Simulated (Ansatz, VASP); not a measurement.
TaMo3 in VASP and in Ansatz

The input INCAR:

```
SYSTEM = TaMo3
ALGO = Fast
EDIFF = 1E-7
ENCUT = 520
GGA = PE
ISIF = 2
ISMEAR = 0
LASPH = .TRUE.
LCHARG = .TRUE.
LELF = .TRUE.
LREAL = .FALSE.
LVHAR = .TRUE.
LWAVE = .FALSE.
NBANDS = 34
NELM = 100
PREC = Accurate
SIGMA = 0.1
```

The input KPOINTS:

```
k-points
0
G
  4 4 6
  0 0 0
```

The input POSCAR:

```
TaMo3
1.0
    4.5193478689      0.0000000000      0.0000000000
    0.0000000000      4.5193478689      0.0000000000
    0.0000000000      0.0000000000      3.1960333608
Ta Mo
1 3
Direct
    0.5000000000      0.5000000000      0.0000000000
    0.0000000000      0.0000000000      0.0000000000
    0.5000000000      0.0000000000      0.5000000000
    0.0000000000      0.5000000000      0.5000000000
```

Input for Ansatz:

```yaml
crystal:
  lattice:
    - [4.5193478689, 0.0, 0.0]
    - [0.0, 4.5193478689, 0.0]
    - [0.0, 0.0, 3.1960333608]
  atoms:
    - { symbol: Ta, position: [0.5, 0.5, 0.0] }
    - { symbol: Mo, position: [0.0, 0.0, 0.0] }
    - { symbol: Mo, position: [0.5, 0.0, 0.5] }
    - { symbol: Mo, position: [0.0, 0.5, 0.5] }
basis:
  ecutwfc: 420
kpoints:
  mp_grid: { grid: [4, 4, 6] }
hamiltonian:
  xc: pbe
scf:
  occupations: { method: gaussian, width: 0.1 }
  lower_state_search: "off"
output:
  forces: true
  stress: true
  eigenvalues: true
```

Change from the starting cell: the structure that the rattled cell fell into.

Alike in both runs: task single point; functional PBE; k mesh 4 × 4 × 6; occupations gaussian, width 0.1 eV; no spin polarisation.

```csv
,VASP,Ansatz
version,VASP 6.6.1,Ansatz 0.2.0
potentials or method,"VASP PAW PBE potentials, release 64 (Ta_pv, Mo_sv), cutoff 520 eV","scalar-relativistic, plane waves, PAW"
valence electrons in the cell,53,55
```

Ansatz gave:

* gap on the k mesh at the Fermi level (eV): none
* pressure (GPa): -0.2
* traceless stress, the component that is largest in VASP (GPa): 2.00

Task: What did VASP give for the same quantities?

Result: gap on the k mesh at the Fermi level (eV): none; pressure (GPa): 0.2; traceless stress, the component that is largest in VASP (GPa): 2.02.

A gap of «none» marks a metal or a gap that the smearing closes. VASP's potentials hold 53 valence electrons a cell and Ansatz's 55, so a difference there can come from the potentials and not from the codes.

Neither program's run includes spin-orbit coupling.
